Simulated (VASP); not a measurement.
Set up this calculation in VASP 6.6.1, as the native input.

- Task: single point
- Functional: PBEsol
- Potentials or basis: VASP PAW PBE potentials, release 64 (Sn_d)
- Cutoff: 520 eV
- k mesh: 7 × 7 × 7
- Occupations: methfessel-paxton, width 0.05 eV
- Spin: non-collinear spin, typed start, spin-orbit coupling
- Starting moments: [[0.354, 0.354, 0.0], [-0.354, -0.354, 0.0]] μB
- Dipole correction: no
- Further INCAR settings: ALGO = Fast; EDIFF = 1e-06; NBANDS = 40

The structure of Sn lies in POSCAR:

```
Sn
1.0
    0.0000000000      3.2333428000      3.2333428000
    3.2333428000      0.0000000000      3.2333428000
    3.2333428000      3.2333428000      0.0000000000
Sn
2
Direct
    0.7500000000      0.7500000000      0.7500000000
    0.5000000000      0.5000000000      0.5000000000
```

This isn't the form of Sn at room conditions, which is tetragonal (white tin).

The input as run:

INCAR

```
SYSTEM = Sn
ALGO = Fast
EDIFF = 1E-6
ENCUT = 520
GGA = PS
GGA_COMPAT = .False.
ISIF = 2
ISMEAR = 1
LASPH = .True.
LCHARG = .False.
LNONCOLLINEAR = .True.
LORBIT = 11
LORBMOM = .True.
LREAL = .False.
LSORBIT = .True.
LWAVE = .False.
MAGMOM = 0.354 0.354 0 -0.354 -0.354 0
NBANDS = 40
NELM = 150
PREC = Accurate
SIGMA = 0.05
```

KPOINTS

```
k-points
0
Gamma
  7 7 7
  0 0 0
```

Potentials or basis: VASP PAW PBE potentials, release 64 (Sn_d).

Launch:

```bash
$ cat potpaw_PBE.64/Sn_d/POTCAR > POTCAR
$ mpirun -np 1 vasp_ncl > vasp.out
```

Results of the run:

The pressure is 1.5 GPa. The net moment is 0.00 μB per cell and the valence electrons inside the program's atomic spheres are Sn 12.36.

Caveat: the PAW data sets were made with another functional, which shifts forces and pressure a little.

It took 11 min on 1 thread of Intel(R) Xeon(R) Platinum 8124M CPU @ 3.00GHz (Skylake/Cascade Lake), on a shared host, peak memory 0.63 GiB.
